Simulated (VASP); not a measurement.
# Mg (F-43m) in VASP: single point with LDA

Aim: the single point of Mg with LDA.

All numbers are computed with VASP 6.6.1; they aren't measurements. Logs are shortened: lines on timing, memory, paths and dates and some standing lists are left out, and cuts for length are marked.

## 1. The cell of the first run

It takes space group F-43m (No. 216, cubic). The conventional cell has a = 8.194 Å, b = 8.194 Å, c = 8.194 Å, α = 90.00°, β = 90.00°, γ = 90.00°. Within 4.5 Å of Mg (site symmetry -43m) lie 12 Mg at 3.40 Å. Within 3.8 Å of Mg (site symmetry 3m) lie 9 Mg at 2.89 to 3.40 Å.

## 2. Single point, LDA

File INCAR:

```
ALGO = Normal
EDIFF = 1E-7
ENCUT = 520
ISIF = 2
ISMEAR = -1
LASPH = True
LCHARG = False
LREAL = False
LWAVE = False
NBANDS = 13
NELM = 100
PREC = Accurate
SIGMA = 0.1
```

File KPOINTS:

```
k-points
0
Gamma
  5 5 5
```

File POSCAR:

```
Mg
1.0
    0.0000000000      4.0967600000      4.0967600000
    4.0967600000      0.0000000000      4.0967600000
    4.0967600000      4.0967600000      0.0000000000
Mg
5
Direct
    0.7500000000      0.7500000000      0.7500000000
    0.3748300000      0.8755000000      0.3748300000
    0.3748300000      0.3748300000      0.8755000000
    0.8755000000      0.3748300000      0.3748300000
    0.3748300000      0.3748300000      0.3748300000
```

Potentials or basis: VASP PAW LDA potentials, release 64 (Mg).

Launch:

```
$ cat potpaw_LDA.64/Mg/POTCAR > POTCAR
$ mpirun -np 1 vasp_std > vasp.out
```

OUTCAR:

```text
EDIFF = 1E-7
   ENCUT = 520
   ISIF = 2
   ISMEAR = -1
   LASPH = True
   LREAL = False
   NELM = 100
   PREC = Accurate

 ion  position               nearest neighbor table
   1  0.750  0.750  0.750-   2 3.40   4 3.40   3 3.40   4 3.40   2 3.40   3 3.40   5 3.40   5 3.40
                             5 3.40   2 3.40   3 3.40   4 3.40
   2  0.375  0.876  0.375-   3 2.89   4 2.89   5 2.89   4 2.90   3 2.90   5 2.90   1 3.40   1 3.40
                             1 3.40
   3  0.375  0.375  0.876-   2 2.89   4 2.89   5 2.89   2 2.90   4 2.90   5 2.90   1 3.40   1 3.40
                             1 3.40
   4  0.876  0.375  0.375-   2 2.89   3 2.89   5 2.89   2 2.90   3 2.90   5 2.90   1 3.40   1 3.40
                             1 3.40
   5  0.375  0.375  0.375-   2 2.89   3 2.89   4 2.89   4 2.90   2 2.90   3 2.90   1 3.40   1 3.40
                             1 3.40

  LATTYP: Found a face centered cubic cell.
 ALAT       =     8.1935200000

  Lattice vectors:

 A1 = (   0.0000000000,   4.0967600000,   4.0967600000)
 A2 = (   4.0967600000,   0.0000000000,   4.0967600000)
 A3 = (   4.0967600000,   4.0967600000,   0.0000000000)

Analysis of symmetry for initial positions (statically):
=====================================================================
 Subroutine PRICEL returns:
 Original cell was already a primitive cell.

 Routine SETGRP: Setting up the symmetry group for a
 face centered cubic supercell.

 Subroutine GETGRP returns: Found  6 space group operations
 (whereof  6 operations were pure point group operations)
 out of a pool of 48 trial point group operations.

The static configuration has the point symmetry C_3v.

Analysis of symmetry for dynamics (positions and initial velocities):
=====================================================================
 Subroutine PRICEL returns:
 Original cell was already a primitive cell.

 Routine SETGRP: Setting up the symmetry group for a
 face centered cubic supercell.

 Subroutine GETGRP returns: Found  6 space group operations
 (whereof  6 operations were pure point group operations)
 out of a pool of 48 trial point group operations.

The dynamic configuration has the point symmetry C_3v.

 Subroutine INISYM returns: Found  6 space group operations
 (whereof  6 operations are pure point group operations),
 and found     1 'primitive' translations

----------------------------------------------------------------------------------------

                                     Primitive cell

  volume of cell :     137.5155

  direct lattice vectors                    reciprocal lattice vectors
     0.000000000  4.096760000  4.096760000    -0.122047667  0.122047667  0.122047667
     4.096760000  0.000000000  4.096760000     0.122047667 -0.122047667  0.122047667
     4.096760000  4.096760000  0.000000000     0.122047667  0.122047667 -0.122047667

  length of vectors
     5.793693554  5.793693554  5.793693554     0.211392760  0.211392760  0.211392760

  position of ions in fractional coordinates (direct lattice)
     0.750000000  0.750000000  0.750000000
     0.374830000  0.875500000  0.374830000
     0.374830000  0.374830000  0.875500000
     0.875500000  0.374830000  0.374830000
     0.374830000  0.374830000  0.374830000

  ion indices of the primitive-cell ions
   primitive index   ion index
                 1           1
                 2           2
                 3           3
                 4           4
                 5           5

----------------------------------------------------------------------------------------

 KPOINTS: k-points

Automatic generation of k-mesh.
 Grid dimensions read from file:
 generate k-points for:    5    5    5

 Generating k-lattice:

  Cartesian coordinates                     Fractional coordinates (reciprocal lattice)
    -0.024409533  0.024409533  0.024409533     0.200000000  0.000000000  0.000000000
     0.024409533 -0.024409533  0.024409533     0.000000000  0.200000000  0.000000000
     0.024409533  0.024409533 -0.024409533     0.000000000  0.000000000  0.200000000

  Length of vectors
     0.042278552  0.042278552  0.042278552

  Shift w.r.t. Gamma in fractional coordinates (k-lattice)
     0.000000000  0.000000000  0.000000000

 Subroutine IBZKPT returns following result:
 ===========================================

 Found     19 irreducible k-points:

 Following reciprocal coordinates:
            Coordinates               Weight
  0.000000  0.000000  0.000000      1.000000
  0.200000  0.000000  0.000000      6.000000
  0.200000  0.200000  0.200000      2.000000
  0.400000  0.000000  0.000000      6.000000
  0.400000  0.400000  0.400000      2.000000
  0.200000  0.200000  0.000000      6.000000
[... 11 lines left out ...]
 -0.400000  0.400000  0.200000     12.000000
  0.400000  0.200000 -0.200000     12.000000
   k-points           NKPTS =     19   k-points in BZ     NKDIM =     19   number of bands    NBANDS=     13
   number of dos      NEDOS =    301   number of ions     NIONS =      5
   total plane-waves  NPLWV = 110592
   dimension x,y,z NGX =    48 NGY =   48 NGZ =   48
   dimension x,y,z NGXF=    96 NGYF=   96 NGZF=   96
   ions per type =               5
   NGX,Y,Z   is equivalent  to a cutoff of  13.77, 13.77, 13.77 a.u.
   NGXF,Y,Z  is equivalent  to a cutoff of  27.55, 27.55, 27.55 a.u.
 SYSTEM =  unknown system
   PREC   = accura    normal or accurate (medium, high low for compatibility)
   ISTART =      0    job   : 0-new  1-cont  2-samecut
   ICHARG =      2    charge: 1-file 2-atom 10-const
   ISPIN  =      1    spin polarized calculation?
   LNONCOLLINEAR =      F non collinear calculations
   LSORBIT =      F    spin-orbit coupling
   LASPH  =      T    aspherical Exc in radial PAW
   ENCUT  =  520.0 eV  38.22 Ry    6.18 a.u.  10.77 10.77 10.77*2*pi/ulx,y,z
   NELM   =    100;   NELMIN=  2; NELMDL= -5     # of ELM steps
   EDIFF  = 0.1E-06   stopping-criterion for ELM
   LREAL  =      F    real-space projection
   EDIFFG = 0.1E-05   stopping-criterion for IOM
   NSW    =      0    number of steps for IOM
   IBRION =     -1    ionic relax: 0-MD 1-quasi-New 2-CG
   NFREE  =      0    steps in history (QN), initial steepest desc. (CG)
   ISIF   =      2    stress and relaxation
   ISYM   =      2    0-nonsym 1-usesym 2-fastsym
   POTIM  = 0.5000    time-step for ionic-motion
   TEBEG  =    0.0;   TEEND  =   0.0 temperature during run
   PSTRESS=    0.0 pullay stress
   NELECT =      10.0000    total number of electrons
   NUPDOWN=      -1.0000    fix difference up-down
   EMIN   =  10.00;   EMAX   =-10.00  energy-range for DOS
   EFERMI =   0.00;   METHOD = LEGACY
   ISMEAR =    -1;   SIGMA  =   0.10  broadening in eV -4-tet -1-fermi 0-gaus
   EFERMI_NEDOS =   21; number of points for ismear=-14 and -15
   IALGO  =     38    algorithm
   IMIX   =      4    mixing-type and parameters
     AMIX     =   0.40;   BMIX     =  1.00
     AMIX_MAG =   1.60;   BMIX_MAG =  1.00
  volume/ion in A,a.u.               =      27.50       185.60
  Fermi-wavevector in a.u.,A,eV,Ry     =   0.683320  1.291288  6.352922  0.466927
  Thomas-Fermi vector in A             =   1.762650
   LORBIT       =      0    0 simple, 1 ext, 2 COOP (PROOUT), +10 PAW based schemes
   GGA     = CA    functional components
   LHFCALC =     F    Hartree Fock is set to
   AEXX    =    0.0000 exact exchange contribution
   IVDW    =     0    specifies the selected vdW correction
   LEPSILON=     F    determine dielectric tensor
   LRPA    =     F    only Hartree local field effects (RPA)
 non-spin polarized calculation
  energy-cutoff  :      520.00
  volume of cell :      137.52
 maximum number of plane-waves:      3727
 NGX is ok and might be reduce to    48
   NGX = 21   NGY = 21   NGZ = 21

 number of electron      10.0000000 magnetization

 Free energy of the ion-electron system (eV)
  ---------------------------------------------------
  ext. energy  EPLUGINS =         0.00000000
  ---------------------------------------------------
  free energy    TOTEN  =        -7.52454352 eV

  energy without entropy =       -7.47546625  energy(sigma->0) =       -7.50000488

 E-fermi :   1.4406     XC(G=0):  -7.9344

 val. band max:        1.3521214801   @ k =   0.0000   0.0000   0.0000
 cond. band min:       1.6716036424   @ k =  -0.4000   0.4000   0.0000
 fundamental gap:      0.3194821623
 Fermi energy:         1.4406296049

 k-point     1 :       0.0000    0.0000    0.0000
  band No.  band energies     occupation
      1      -4.9227      2.00000
      2       0.1468      2.00000
      3       1.3521      1.41588
      4       1.3521      1.41588
      5       1.3521      1.41575
      6       1.9050      0.01905
      7       2.1239      0.00215
      8       2.1239      0.00215
      9       2.1239      0.00215
     10       3.6866      0.00000
     11       3.6866      0.00000
     12       4.5428      0.00000
     13       4.5428      0.00000

 k-point     2 :       0.2000    0.0000    0.0000
  band No.  band energies     occupation
      1      -4.6736      2.00000
      2      -0.8487      2.00000
      3       0.3234      1.99997
      4       1.0611      1.95602
      5       1.0612      1.95601
      6       2.3186      0.00031
      7       2.3186      0.00031
      8       2.4074      0.00013
      9       3.2888      0.00000
     10       3.2888      0.00000
     11       4.1151      0.00000
     12       4.2567      0.00000
     13       5.9763      0.00000
[... 241 lines left out ...]
 k-point    18 :      -0.4000    0.4000    0.2000
  band No.  band energies     occupation
      1      -3.3641      2.00000
      2      -2.2769      2.00000
      3      -1.6923      2.00000
      4      -0.6241      2.00000
      5       1.3502      1.42373
      6       1.9440      0.01294
      7       2.5094      0.00005
      8       3.7730      0.00000
      9       4.7266      0.00000
     10       5.2690      0.00000
     11       5.9888      0.00000
     12       6.2913      0.00000
     13       6.9472      0.00000

 k-point    19 :       0.4000    0.2000   -0.2000
  band No.  band energies     occupation
      1      -3.3641      2.00000
      2      -2.2769      2.00000
      3      -1.6923      2.00000
      4      -0.6241      2.00000
      5       1.3502      1.42373
      6       1.9440      0.01294
      7       2.5094      0.00005
      8       3.7730      0.00000
      9       4.7266      0.00000
     10       5.2690      0.00000
     11       5.9888      0.00000
     12       6.2913      0.00000
     13       6.9472      0.00000

------------------------ aborting loop because EDIFF is reached ----------------------------------------

  FORCE on cell =-STRESS in cart. coord.  units (eV):
  Direction    XX          YY          ZZ          XY          YZ          ZX
  --------------------------------------------------------------------------------------
  -------------------------------------------------------------------------------------
  Total       -0.0628966     -0.0628966     -0.0628966     -0.0000004     -0.0000004     -0.0000004
  in kB       -0.7328009     -0.7328009     -0.7328009     -0.0000052     -0.0000052     -0.0000052
  external PRESSURE =      -0.7328009 kB  Pullay stress =       0.0000000 kB

 VOLUME and BASIS-vectors are now :
 -----------------------------------------------------------------------------
  energy-cutoff  :      520.00
  volume of cell :      137.52
      direct lattice vectors                 reciprocal lattice vectors
     0.000000000  4.096760000  4.096760000    -0.122047667  0.122047667  0.122047667
     4.096760000  0.000000000  4.096760000     0.122047667 -0.122047667  0.122047667
     4.096760000  4.096760000  0.000000000     0.122047667  0.122047667 -0.122047667

 POSITION                                       TOTAL-FORCE (eV/Angst)
 -----------------------------------------------------------------------------------
      6.14514      6.14514      6.14514        -0.000026     -0.000026     -0.000026
      5.12230      3.07118      5.12230        -0.103232      0.103248     -0.103232
      5.12230      5.12230      3.07118        -0.103232     -0.103232      0.103248
      3.07118      5.12230      5.12230         0.103248     -0.103232     -0.103232
      3.07118      3.07118      3.07118         0.103242      0.103242      0.103242
 -----------------------------------------------------------------------------------
    total drift:                                0.000000      0.000000      0.000000

  FREE ENERGIE OF THE ION-ELECTRON SYSTEM (eV)
  ---------------------------------------------------
  free  energy   TOTEN  =        -7.5245435162 eV

  energy  without entropy=       -7.4754662521  energy(sigma->0) =       -7.50000488
```

It took 57 s on 1 thread of AMD EPYC 7R13, shared host; peak memory 0.24 GiB.

Results:

| Property | Result |
| --- | --- |
| Free energy | -7.5245 eV |
| Pressure | -0.1 GPa |
| Largest force | 0.179 eV/Å |
| Band gap on the k mesh | zero (band 5 reaches 1.35 eV, above the bottom of band 6 at 0.81 eV) |

Forces in eV/Å, atoms in the order of the input:
```
Mg   0.000  0.000  0.000
Mg  -0.103  0.103 -0.103
Mg  -0.103 -0.103  0.103
Mg   0.103 -0.103 -0.103
Mg   0.103  0.103  0.103
```
